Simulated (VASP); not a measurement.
Here is a VASP 6.6.1 calculation.

INCAR

```
SYSTEM = WS2
PREC = Accurate
ENCUT = 520
EDIFF = 1E-6
ISMEAR = 0
SIGMA = 0.05
LREAL = .FALSE.
LASPH = .TRUE.
NELM = 60
ALGO = Normal
ISIF = 2
LWAVE = .FALSE.
LCHARG = .FALSE.
GGA = PS
IVDW = 12
NBANDS = 35
```

The input KPOINTS:

```
regular mesh
0
G
  12 12 4
  0 0 0
```

POSCAR

```
WS2
1.0
    3.2081692190      0.0000000000      0.0000000000
   -1.6040846095      2.7783560433      0.0000000000
    0.0000000000      0.0000000000     11.7722466704
W S
2 4
Direct
    0.3333333333      0.6666666667      0.2500000000
    0.6666666667      0.3333333333      0.7500000000
    0.3333333333      0.6666666667      0.6164531912
    0.6666666667      0.3333333333      0.1164531912
    0.3333333333      0.6666666667      0.8835468088
    0.6666666667      0.3333333333      0.3835468088
```

Potentials or basis: VASP PAW PBE potentials, release 64 (W_sv, S).

Run with:

```sh
$ cat potpaw_PBE.64/W_sv/POTCAR potpaw_PBE.64/S/POTCAR > POTCAR
$ mpirun -np 1 vasp_std > vasp.out
```

Problem. Estimate the band gap on the k mesh.

Solution. 0.71 eV, indirect (least direct gap 1.61 eV).

Problem. What does it give for the pressure?

Solution. -9.2 GPa.

Problem. Predict the largest force.

Solution. 0.632 eV/Å.

Stress tensor (GPa, compression positive):
```
-10.81   0.00   0.00
  0.00 -10.81   0.00
  0.00   0.00  -6.12
```

Caveat: the cell differs from its parent crystal (strain +0.0300 x Voigt [1, 1, 0, 0, 0, 0]); the PAW data sets were made with another functional, which shifts forces and pressure a little; spin-orbit coupling is left out, which moves the levels of the heavy elements. A k mesh can miss the band edges.
